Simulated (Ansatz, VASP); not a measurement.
## HfN: VASP beside Ansatz

File POSCAR:

```
HfN
1.0
    0.0000000000      2.2420575000      2.2590000000
    2.2759425000      0.0000000000      2.2590000000
    2.2759425000      2.2420575000      0.0000000000
Hf N
1 1
Direct
    0.0000000000      0.0000000000      0.0000000000
    0.5000000000      0.5000000000      0.5000000000
```

Contents of INCAR.step1:

```
SYSTEM = HfN
  ALGO = Normal
  EDIFF = 1E-4
  ENCUT = 520
  GGA = PE
  ISMEAR = 0
  LASPH = .TRUE.
  LCHARG = .FALSE.
  LREAL = .FALSE.
  LWAVE = .TRUE.
  NBANDS = 14
  NELM = 100
  PREC = Accurate
  SIGMA = 0.15
```

The input INCAR.step2:

```
SYSTEM = HfN
  ALGO = Normal
  EDIFF = 1E-6
  ENCUT = 520
  ISIF = 2
  ISMEAR = 0
  ISTART = 1
  LASPH = .TRUE.
  LCHARG = .FALSE.
  LMIXTAU = .TRUE.
  LREAL = .FALSE.
  LWAVE = .FALSE.
  METAGGA = R2SCAN
  NBANDS = 14
  NELM = 100
  PREC = Accurate
  SIGMA = 0.15
```

Contents of KPOINTS:

```
k-points
0
G
  18 18 18
  0 0 0
```

Input for Ansatz:

```yaml
crystal:
  lattice:
    - [0.0, 2.2420575, 2.259]
    - [2.2759425, 0.0, 2.259]
    - [2.2759425, 2.2420575, 0.0]
  atoms:
    - { symbol: Hf, position: [0.0, 0.0, 0.0] }
    - { symbol: "N", position: [0.5, 0.5, 0.5] }
basis:
  ecutwfc: 500
kpoints:
  mp_grid: { grid: [18, 18, 18] }
hamiltonian:
  xc: r2scan
scf:
  occupations: { method: gaussian, width: 0.15 }
output:
  forces: true
  stress: true
  eigenvalues: true
```

Change from the starting cell: strain +0.0075 x Voigt [1, -1, 0, 0, 0, 0], atoms carried along.

Alike in both runs: task single point; functional r2SCAN; k mesh 18 × 18 × 18; occupations gaussian, width 0.15 eV; no spin polarisation.

|  | VASP | Ansatz |
| --- | --- | --- |
| version | VASP 6.6.1 | Ansatz 0.2.0 |
| potentials or method | VASP PAW PBE potentials, release 64 (Hf_pv, N), cutoff 520 eV | scalar-relativistic, plane waves, PAW |
| valence electrons in the cell | 15 | 31 |

|  | VASP | Ansatz | Ansatz less VASP |
| --- | --- | --- | --- |
| gap on the k mesh at the Fermi level (eV) | none | none | - |
| pressure (GPa) | -1.1 | 1.5 | +2.68 |
| traceless stress, the component that is largest in VASP (GPa) | 3.62 | 3.69 | +0.071 |

VASP's potentials were made for PBE, not for r2SCAN. A gap of «none» marks a metal or a gap that the smearing closes. With one functional, cell and mesh, what is left measures potentials, basis and numerics. VASP's potentials hold 15 valence electrons a cell and Ansatz's 31, so a difference there can come from the potentials and not from the codes.

Neither program's run includes spin-orbit coupling.
